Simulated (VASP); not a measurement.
A run of VASP 6.6.1:

The input INCAR:

```
  PREC = Accurate
  ENCUT = 520
  EDIFF = 1E-6
  ISMEAR = -1
  SIGMA = 0.1
  LREAL = False
  LASPH = True
  NELM = 100
  ALGO = Normal
  ISIF = 2
  LWAVE = False
  LCHARG = True
  GGA = PE
  LELF = True
  LVHAR = True
  NBANDS = 12
```

File KPOINTS:

```
Automatic mesh
0
Gamma
  18 18 18
```

POSCAR

```
Tl
1.0
   -1.9619489903      1.9619489903      1.9619489903
    1.9619489903     -1.9619489903      1.9619489903
    1.9619489903      1.9619489903     -1.9619489903
Tl
1
Direct
    0.0000000000      0.0000000000      0.0000000000
```

Potentials or basis: VASP PAW PBE potentials, release 64 (Tl_d).

The run is started by

```sh
$ cat potpaw_PBE.64/Tl_d/POTCAR > POTCAR
$ mpirun -np 1 vasp_std > vasp.out
```

Hardware: 1 thread of Intel(R) Xeon(R) 6975P-C (Granite Rapids), with other jobs on the host.

**Question.** How long does it take, and how much memory?

**Answer.** Wall time 28 s on 1 thread of Intel(R) Xeon(R) 6975P-C (Granite Rapids) (shared host), peak memory 0.2 GiB. Counts: scf iterations 11, k points 195.
